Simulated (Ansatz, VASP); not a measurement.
# I: VASP beside Ansatz

```
I
1.0
     2.38150   -3.85330    0.03064
     2.38150    3.85330    0.03064
    -1.49198    0.00000    2.26850
I
1
Cartesian
  1.6355 0.0000 1.1649
```

Alike in both runs: task single point; functional PBEsol; k mesh 12 × 12 × 18; occupations gaussian, width 0.1 eV; no spin polarisation.

|  | VASP | Ansatz |
| --- | --- | --- |
| version | VASP 6.6.1 | Ansatz 0.2.0 |
| potentials or method | VASP PAW PBE potentials, release 64 (I), cutoff 520 eV | scalar-relativistic, plane waves, PAW |
| valence electrons in the cell | 7 | 17 |

|  | VASP | Ansatz | Ansatz less VASP |
| --- | --- | --- | --- |
| gap on the k mesh at the Fermi level (eV) | none | none | - |
| pressure (GPa) | 5.6 | 5.6 | 0.00 |
| traceless stress, the component that is largest in VASP (GPa) | -9.18 | -9.18 | -0.005 |

VASP's potentials were made for PBE, not for PBEsol. A gap of «none» marks a metal or a gap that the smearing closes. VASP's potentials hold 7 valence electrons a cell and Ansatz's 17, so a difference there can come from the potentials and not from the codes.

Spin-orbit coupling is off throughout.
